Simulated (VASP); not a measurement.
# Ga (I-43d) in VASP: notebook

Aim: see how the results for Ga move with the level of theory and the settings. Levels: PBEsol, LDA, r2SCAN. Tasks: single point.

All numbers are computed with VASP 6.6.1; they aren't measurements. Logs are shortened: lines on timing, memory, paths and dates and some standing lists are left out, and cuts for length are marked.

### 1 The cell of the first run

The structure is cubic, space group I-43d (No. 220). The conventional cell has a = 5.951 Å, b = 5.951 Å, c = 5.951 Å, α = 90.00°, β = 90.00°, γ = 90.00°. Ga (site symmetry -4) has 12 Ga at 2.78 to 3.33 Å within 3.7 Å.

### 2 Single point, PBEsol

INCAR reads:

```
PREC = Accurate ; ENCUT = 520
EDIFF = 1E-6 ; ISMEAR = 1
SIGMA = 0.15 ; LREAL = False
LASPH = True ; NELM = 80
ALGO = Normal ; ISIF = 2
LWAVE = False ; LCHARG = False
GGA = PS ; NBANDS = 48
```

KPOINTS reads:

```
regular mesh
0
Gamma
  4 4 4
```

POSCAR reads:

```
Ga
1.0
   -2.9755000000      2.9755000000      2.9755000000
    2.9755000000     -2.9755000000      2.9755000000
    2.9755000000      2.9755000000     -2.9755000000
Ga
6
Direct
    0.2500000000      0.6250000000      0.3750000000
    0.3750000000      0.2500000000      0.6250000000
    0.7500000000      0.8750000000      0.1250000000
    0.1250000000      0.7500000000      0.8750000000
    0.6250000000      0.3750000000      0.2500000000
    0.8750000000      0.1250000000      0.7500000000
```

Potentials or basis: VASP PAW PBE potentials, release 64 (Ga_d).

On the command line:

```
$ cat potpaw_PBE.64/Ga_d/POTCAR > POTCAR
$ mpirun -np 1 vasp_std > vasp.out
```

OUTCAR:

```text
PREC = Accurate
   ENCUT = 520
   EDIFF = 1E-6
   ISMEAR = 1
   LREAL = False
   LASPH = True
   NELM = 80
   ISIF = 2
   GGA = PS

 ion  position               nearest neighbor table
   1  0.250  0.625  0.375-   2 2.78   2 2.78   4 2.78   5 2.78   4 2.78   6 2.78   6 2.78   5 2.78

   2  0.375  0.250  0.625-   5 2.78   1 2.78   5 2.78   6 2.78   1 2.78   6 2.78   3 2.78   3 2.78

   3  0.750  0.875  0.125-   6 2.78   4 2.78   5 2.78   6 2.78   5 2.78   4 2.78   2 2.78   2 2.78

   4  0.125  0.750  0.875-   3 2.78   1 2.78   3 2.78   6 2.78   1 2.78   5 2.78   6 2.78   5 2.78

   5  0.625  0.375  0.250-   1 2.78   2 2.78   3 2.78   2 2.78   3 2.78   4 2.78   1 2.78   4 2.78

   6  0.875  0.125  0.750-   2 2.78   3 2.78   4 2.78   3 2.78   2 2.78   1 2.78   4 2.78   1 2.78

  LATTYP: Found a body centered cubic cell.
 ALAT       =     5.9510000000

  Lattice vectors:

 A1 = (  -2.9755000000,   2.9755000000,   2.9755000000)
 A2 = (   2.9755000000,  -2.9755000000,   2.9755000000)
 A3 = (   2.9755000000,   2.9755000000,  -2.9755000000)

Analysis of symmetry for initial positions (statically):
=====================================================================
 Subroutine PRICEL returns:
 Original cell was already a primitive cell.

 Routine SETGRP: Setting up the symmetry group for a
 body centered cubic supercell.

 Subroutine GETGRP returns: Found 24 space group operations
 (whereof  3 operations were pure point group operations)
 out of a pool of 48 trial point group operations.

The static configuration has the point symmetry C_3 .
 The point group associated with its full space group is T_d .

Analysis of symmetry for dynamics (positions and initial velocities):
=====================================================================
 Subroutine PRICEL returns:
 Original cell was already a primitive cell.

 Routine SETGRP: Setting up the symmetry group for a
 body centered cubic supercell.

 Subroutine GETGRP returns: Found 24 space group operations
 (whereof  3 operations were pure point group operations)
 out of a pool of 48 trial point group operations.

The dynamic configuration has the point symmetry C_3 .
 The point group associated with its full space group is T_d .

 Subroutine INISYM returns: Found 24 space group operations
 (whereof  3 operations are pure point group operations),
 and found     1 'primitive' translations

----------------------------------------------------------------------------------------

                                     Primitive cell

  volume of cell :     105.3756

  direct lattice vectors                    reciprocal lattice vectors
    -2.975500000  2.975500000  2.975500000     0.000000000  0.168038985  0.168038985
     2.975500000 -2.975500000  2.975500000     0.168038985  0.000000000  0.168038985
     2.975500000  2.975500000 -2.975500000     0.168038985  0.168038985  0.000000000

  length of vectors
     5.153717178  5.153717178  5.153717178     0.237643012  0.237643012  0.237643012

  position of ions in fractional coordinates (direct lattice)
     0.250000000  0.625000000  0.375000000
     0.375000000  0.250000000  0.625000000
     0.750000000  0.875000000  0.125000000
     0.125000000  0.750000000  0.875000000
     0.625000000  0.375000000  0.250000000
     0.875000000  0.125000000  0.750000000

  ion indices of the primitive-cell ions
   primitive index   ion index
                 1           1
                 2           2
                 3           3
                 4           4
                 5           5
                 6           6

----------------------------------------------------------------------------------------

 KPOINTS: regular mesh

Automatic generation of k-mesh.
 Grid dimensions read from file:
 generate k-points for:    4    4    4

 Generating k-lattice:

  Cartesian coordinates                     Fractional coordinates (reciprocal lattice)
     0.000000000  0.042009746  0.042009746     0.250000000  0.000000000  0.000000000
     0.042009746  0.000000000  0.042009746     0.000000000  0.250000000  0.000000000
     0.042009746  0.042009746  0.000000000     0.000000000  0.000000000  0.250000000

  Length of vectors
     0.059410753  0.059410753  0.059410753

  Shift w.r.t. Gamma in fractional coordinates (k-lattice)
     0.000000000  0.000000000  0.000000000

 Subroutine IBZKPT returns following result:
 ===========================================

 Found      8 irreducible k-points:

 Following reciprocal coordinates:
            Coordinates               Weight
  0.000000  0.000000  0.000000      1.000000
  0.250000  0.000000  0.000000     12.000000
  0.500000  0.000000  0.000000      6.000000
  0.250000  0.250000  0.000000     24.000000
  0.250000  0.250000  0.250000      2.000000
 -0.250000  0.250000  0.250000      6.000000
  0.500000  0.500000  0.250000     12.000000
  0.500000  0.500000  0.500000      1.000000
   k-points           NKPTS =      8   k-points in BZ     NKDIM =      8   number of bands    NBANDS=     48
   number of dos      NEDOS =    301   number of ions     NIONS =      6
   total plane-waves  NPLWV =  64000
   dimension x,y,z NGX =    40 NGY =   40 NGZ =   40
   dimension x,y,z NGXF=    80 NGYF=   80 NGZF=   80
   ions per type =               6
   NGX,Y,Z   is equivalent  to a cutoff of  12.90, 12.90, 12.90 a.u.
   NGXF,Y,Z  is equivalent  to a cutoff of  25.81, 25.81, 25.81 a.u.
 SYSTEM =  unknown system
   PREC   = accura    normal or accurate (medium, high low for compatibility)
   ISTART =      0    job   : 0-new  1-cont  2-samecut
   ICHARG =      2    charge: 1-file 2-atom 10-const
   ISPIN  =      1    spin polarized calculation?
   LNONCOLLINEAR =      F non collinear calculations
   LSORBIT =      F    spin-orbit coupling
   LASPH  =      T    aspherical Exc in radial PAW
   ENCUT  =  520.0 eV  38.22 Ry    6.18 a.u.   9.58  9.58  9.58*2*pi/ulx,y,z
   NELM   =     80;   NELMIN=  2; NELMDL= -5     # of ELM steps
   EDIFF  = 0.1E-05   stopping-criterion for ELM
   LREAL  =      F    real-space projection
   EDIFFG = 0.1E-04   stopping-criterion for IOM
   NSW    =      0    number of steps for IOM
   IBRION =     -1    ionic relax: 0-MD 1-quasi-New 2-CG
   NFREE  =      0    steps in history (QN), initial steepest desc. (CG)
   ISIF   =      2    stress and relaxation
   ISYM   =      2    0-nonsym 1-usesym 2-fastsym
   POTIM  = 0.5000    time-step for ionic-motion
   TEBEG  =    0.0;   TEEND  =   0.0 temperature during run
   PSTRESS=    0.0 pullay stress
   NELECT =      78.0000    total number of electrons
   NUPDOWN=      -1.0000    fix difference up-down
   EMIN   =  10.00;   EMAX   =-10.00  energy-range for DOS
   EFERMI =   0.00;   METHOD = LEGACY
   ISMEAR =     1;   SIGMA  =   0.15  broadening in eV -4-tet -1-fermi 0-gaus
   EFERMI_NEDOS =   21; number of points for ismear=-14 and -15
   IALGO  =     38    algorithm
   IMIX   =      4    mixing-type and parameters
     AMIX     =   0.40;   BMIX     =  1.00
     AMIX_MAG =   1.60;   BMIX_MAG =  1.00
  volume/ion in A,a.u.               =      17.56       118.52
  Fermi-wavevector in a.u.,A,eV,Ry     =   1.480902  2.798500 29.838552  2.193072
  Thomas-Fermi vector in A             =   2.594879
   LORBIT       =      0    0 simple, 1 ext, 2 COOP (PROOUT), +10 PAW based schemes
   GGA     = PS    functional components
   LHFCALC =     F    Hartree Fock is set to
   AEXX    =    0.0000 exact exchange contribution
   IVDW    =     0    specifies the selected vdW correction
   LEPSILON=     F    determine dielectric tensor
   LRPA    =     F    only Hartree local field effects (RPA)
 non-spin polarized calculation
 Methfessel and Paxton  Order N= 1 SIGMA  =   0.15
  energy-cutoff  :      520.00
  volume of cell :      105.38
 maximum number of plane-waves:      2899
 NGX is ok and might be reduce to    40
   NGX = 19   NGY = 19   NGZ = 19

 number of electron      77.9999937 magnetization

 Free energy of the ion-electron system (eV)
  ---------------------------------------------------
  ext. energy  EPLUGINS =         0.00000000
  ---------------------------------------------------
  free energy    TOTEN  =       -20.09695684 eV

  energy without entropy =      -20.07700119  energy(sigma->0) =      -20.09030496

 E-fermi :   5.7346     XC(G=0): -11.4974

 val. band max:        5.7171982598   @ k =   0.2500   0.0000   0.0000
 cond. band min:       5.7678643237   @ k =   0.2500   0.2500   0.2500
 fundamental gap:      0.0506660639
 Fermi energy:         5.7346024304

 k-point     1 :       0.0000    0.0000    0.0000
  band No.  band energies     occupation
      1      -9.0068      2.00000
      2      -8.9652      2.00000
      3      -8.9652      2.00000
      4      -8.9277      2.00000
      5      -8.9277      2.00000
      6      -8.9277      2.00000
[... 40 lines left out ...]
     47      12.3484      0.00000
     48      12.3484      0.00000

 k-point     2 :       0.2500    0.0000    0.0000
  band No.  band energies     occupation
      1      -9.0220      2.00000
      2      -9.0158      2.00000
      3      -9.0010      2.00000
      4      -8.9820      2.00000
      5      -8.9554      2.00000
      6      -8.9448      2.00000
[... 40 lines left out ...]
     47      13.0899      0.00000
     48      14.0323      0.00000

 k-point     3 :       0.5000    0.0000    0.0000
  band No.  band energies     occupation
      1      -9.0596      2.00000
      2      -9.0596      2.00000
      3      -8.9806      2.00000
      4      -8.9806      2.00000
      5      -8.9529      2.00000
      6      -8.9529      2.00000
[... 40 lines left out ...]
     47      11.1647      0.00000
     48      11.1647      0.00000

 k-point     4 :       0.2500    0.2500    0.0000
  band No.  band energies     occupation
      1      -9.0442      2.00000
      2      -9.0433      2.00000
      3      -9.0109      2.00000
      4      -8.9986      2.00000
      5      -8.9685      2.00000
      6      -8.9642      2.00000
[... 40 lines left out ...]
     47      11.4089      0.00000
     48      11.8917      0.00000

 k-point     5 :       0.2500    0.2500    0.2500
  band No.  band energies     occupation
      1      -9.0173      2.00000
      2      -9.0173      2.00000
      3      -9.0173      2.00000
      4      -9.0173      2.00000
      5      -8.9595      2.00000
      6      -8.9595      2.00000
[... 40 lines left out ...]
     47      14.3582      0.00000
     48      14.3601      0.00000

 k-point     6 :      -0.2500    0.2500    0.2500
  band No.  band energies     occupation
      1      -9.0321      2.00000
      2      -9.0250      2.00000
      3      -9.0250      2.00000
      4      -9.0200      2.00000
      5      -8.9734      2.00000
      6      -8.9688      2.00000
[... 40 lines left out ...]
     47      12.3434      0.00000
     48      12.9235      0.00000

 k-point     7 :       0.5000    0.5000    0.2500
  band No.  band energies     occupation
      1      -9.0492      2.00000
      2      -9.0492      2.00000
      3      -9.0190      2.00000
      4      -9.0190      2.00000
      5      -8.9911      2.00000
      6      -8.9911      2.00000
[... 40 lines left out ...]
     47      12.3776      0.00000
     48      12.3776      0.00000

 k-point     8 :       0.5000    0.5000    0.5000
  band No.  band energies     occupation
      1      -9.0258      2.00000
      2      -9.0258      2.00000
      3      -9.0258      2.00000
      4      -9.0258      2.00000
      5      -9.0258      2.00000
      6      -9.0258      2.00000
[... 40 lines left out ...]
     47      14.0070      0.00000
     48      14.0070      0.00000

------------------------ aborting loop because EDIFF is reached ----------------------------------------

  FORCE on cell =-STRESS in cart. coord.  units (eV):
  Direction    XX          YY          ZZ          XY          YZ          ZX
  --------------------------------------------------------------------------------------
  -------------------------------------------------------------------------------------
  Total        0.8553440      0.8553440      0.8553440      0.0000000      0.0000000     -0.0000000
  in kB       13.0050360     13.0050360     13.0050360      0.0000000      0.0000000     -0.0000000
  external PRESSURE =      13.0050360 kB  Pullay stress =       0.0000000 kB

 VOLUME and BASIS-vectors are now :
 -----------------------------------------------------------------------------
  energy-cutoff  :      520.00
  volume of cell :      105.38
      direct lattice vectors                 reciprocal lattice vectors
    -2.975500000  2.975500000  2.975500000     0.000000000  0.168038985  0.168038985
     2.975500000 -2.975500000  2.975500000     0.168038985  0.000000000  0.168038985
     2.975500000  2.975500000 -2.975500000     0.168038985  0.168038985  0.000000000

 POSITION                                       TOTAL-FORCE (eV/Angst)
 -----------------------------------------------------------------------------------
      2.23163     -0.00000      1.48775         0.000000      0.000000     -0.000000
      1.48775      2.23162     -0.00000        -0.000000     -0.000000      0.000000
      0.74388     -0.00000      4.46325        -0.000000     -0.000000      0.000000
      4.46325      0.74388      0.00000        -0.000000      0.000000     -0.000000
     -0.00000      1.48775      2.23162         0.000000      0.000000      0.000000
      0.00000      4.46325      0.74388        -0.000000     -0.000000      0.000000
 -----------------------------------------------------------------------------------
    total drift:                                0.000000      0.000000      0.000000

  FREE ENERGIE OF THE ION-ELECTRON SYSTEM (eV)
  ---------------------------------------------------
  free  energy   TOTEN  =       -20.0969568407 eV

  energy  without entropy=      -20.0770011901  energy(sigma->0) =      -20.09030496
```

Wall time 1.9 min (1 thread of AMD EPYC 7R13, shared host); peak memory 0.21 GiB.

Results:

```yaml
Free_energy: -20.0970 eV
Pressure: 1.3 GPa
Band_gap_on_the_k_mesh: zero (band 39 reaches 7.93 eV, above the bottom of band 40 at 3.97 eV)
```

Levels at points of the mesh, in eV from the Fermi level:
| k point | band 35 | band 36 | band 37 | band 38 | band 39 | band 40 | band 41 | band 42 | band 43 | band 44 |
| --- | --- | --- | --- | --- | --- | --- | --- | --- | --- | --- |
| (0.00, 0.00, 0.00) | -2.73 | -2.73 | -2.15 | -2.15 | -2.15 | -1.76 | -1.76 | -1.76 | -1.64 | 5.66 |
| (0.50, 0.00, 0.00) | -4.46 | -4.46 | -0.67 | -0.67 | -0.08 | -0.08 | 3.25 | 3.25 | 3.64 | 3.64 |
| (0.50, 0.50, 0.50) | -6.93 | -6.93 | 1.72 | 1.72 | 1.92 | 1.92 | 1.92 | 1.92 | 1.92 | 1.92 |

Caveat: the k points lie up to 0.37 Å⁻¹ apart; the PAW data sets were made with another functional, which shifts forces and pressure a little.

### 3 Single point, LDA

INCAR reads:

```
SYSTEM = Ga
PREC = Accurate
ENCUT = 520
EDIFF = 1E-6
ISMEAR = 1
SIGMA = 0.15
LREAL = .False.
LASPH = .True.
NELM = 60
ALGO = Normal
ISIF = 2
LWAVE = .False.
LCHARG = .False.
GGA = CA
NBANDS = 48
```

KPOINTS reads:

```
regular mesh
0
Gamma
  4 4 4
  0 0 0
```

POSCAR is that of step 2.

Potentials or basis: VASP PAW LDA potentials, release 64 (Ga_d).

On the command line:

```
$ cat potpaw_LDA.64/Ga_d/POTCAR > POTCAR
$ mpirun -np 1 vasp_std > vasp.out
```

Run time: 98 s. Hardware: 1 thread of AMD EPYC 7R13, shared host; peak memory 0.17 GiB.

It converged, with:

| Quantity | Value |
| --- | --- |
| Free energy | -21.5164 eV |
| Pressure | -0.8 GPa |
| Band gap on the k mesh | zero (band 39 reaches 7.82 eV, above the bottom of band 40 at 3.91 eV) |

Levels at points of the mesh, in eV from the Fermi level:
```
           k point  band 35  band 36  band 37  band 38  band 39  band 40  band 41  band 42  band 43  band 44
(0.00, 0.00, 0.00)    -2.76    -2.76    -2.10    -2.10    -2.10    -1.71    -1.71    -1.71    -1.59     5.64
(0.50, 0.00, 0.00)    -4.43    -4.43    -0.64    -0.64    -0.09    -0.09     3.24     3.24     3.62     3.62
(0.50, 0.50, 0.50)    -6.92    -6.92     1.74     1.74     1.92     1.92     1.92     1.92     1.92     1.92
```

Caveat: the k points lie up to 0.37 Å⁻¹ apart.

[end of part 1 of 2]
